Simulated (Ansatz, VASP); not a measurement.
**Two plane-wave programs on WS2**

INCAR

```
SYSTEM = WS2
PREC     = Accurate       ! precision mode
ENCUT    = 600            ! plane-wave cutoff, eV
EDIFF    = 1E-6           ! SCF threshold, eV
ISMEAR   = 0              ! smearing method
SIGMA    = 0.02           ! smearing width, eV
LREAL    = .False.        ! projectors in reciprocal space
LASPH    = .True.         ! aspherical terms in the spheres
NELM     = 100            ! most SCF steps
ALGO     = Normal         ! electronic algorithm
ISIF     = 3              ! what is computed and relaxed
LWAVE    = .False.        ! write WAVECAR
LCHARG   = .False.        ! write CHGCAR
GGA      = PE             ! functional
IBRION   = 2              ! ionic algorithm
NSW      = 100            ! ionic steps
EDIFFG   = -0.005         ! ionic threshold
```

The input KPOINTS:

```
Automatic mesh
0
Gamma
  12 12 2
  0 0 0
```

Contents of POSCAR:

```
WS2
1.0
    3.1877751902      0.0000000029      0.0000000000
   -1.5938875976      2.7606942948      0.0000000000
    0.0000000000      0.0000000000     14.8712872264
W S
2 4
Direct
    0.3333333333      0.6666666667      0.2500000000
    0.6666666667      0.3333333333      0.7500000000
    0.3333333333      0.6666666667      0.6443541682
    0.6666666667      0.3333333333      0.1443541682
    0.3333333333      0.6666666667      0.8556458318
    0.6666666667      0.3333333333      0.3556458318
```

Input for Ansatz:

```yaml
crystal:
  lattice:
    - [3.1877751902, 2.9e-09, 0.0]
    - [-1.5938875976, 2.7606942948, 0.0]
    - [0.0, 0.0, 14.8712872264]
  atoms:
    - { symbol: W, position: [0.3333333333, 0.6666666667, 0.25] }
    - { symbol: W, position: [0.6666666667, 0.3333333333, 0.75] }
    - { symbol: S, position: [0.3333333333, 0.6666666667, 0.6443541682] }
    - { symbol: S, position: [0.6666666667, 0.3333333333, 0.1443541682] }
    - { symbol: S, position: [0.3333333333, 0.6666666667, 0.8556458318] }
    - { symbol: S, position: [0.6666666667, 0.3333333333, 0.3556458318] }
basis:
  ecutwfc: 420
kpoints:
  mp_grid: { grid: [12, 12, 2] }
hamiltonian:
  xc: pbe
scf:
  occupations: { method: gaussian, width: 0.02 }
output:
  forces: true
  stress: true
  eigenvalues: true
  write_density: true
  write_potential: true
  elf: true
  volumetric_format: npy
relax:
  adjacent_minimum: "off"
  f_tol: 0.005
  max_steps: 80
  cell: { stress_tol: 0.05 }
```

Alike in both runs: task relaxation of cell and atoms; functional PBE; k mesh 12 × 12 × 2; occupations gaussian, width 0.02 eV; no spin polarisation.

|  | VASP | Ansatz |
| --- | --- | --- |
| version | VASP 6.6.1 | Ansatz 0.2.0 |
| potentials or method | VASP PAW PBE potentials, release 64 (W_sv, S), cutoff 600 eV | scalar-relativistic, plane waves, PAW |
| valence electrons in the cell | 52 | 52 |

|  | VASP | Ansatz | Ansatz less VASP |
| --- | --- | --- | --- |
| gap on the k mesh at the Fermi level, each at its own relaxed structure (eV) | 1.64 | 1.63 | -0.014 |
| relaxed volume (Å³/atom) | 21.81 | 21.81 | 0.000 |
| relaxed length of the cell vector where the two differ most in proportion (Å) | 3.188 | 3.188 | 0.0000 |

Neither program's run includes spin-orbit coupling. Noted on VASP's run: the relaxation stopped at its first step, so nothing moved.
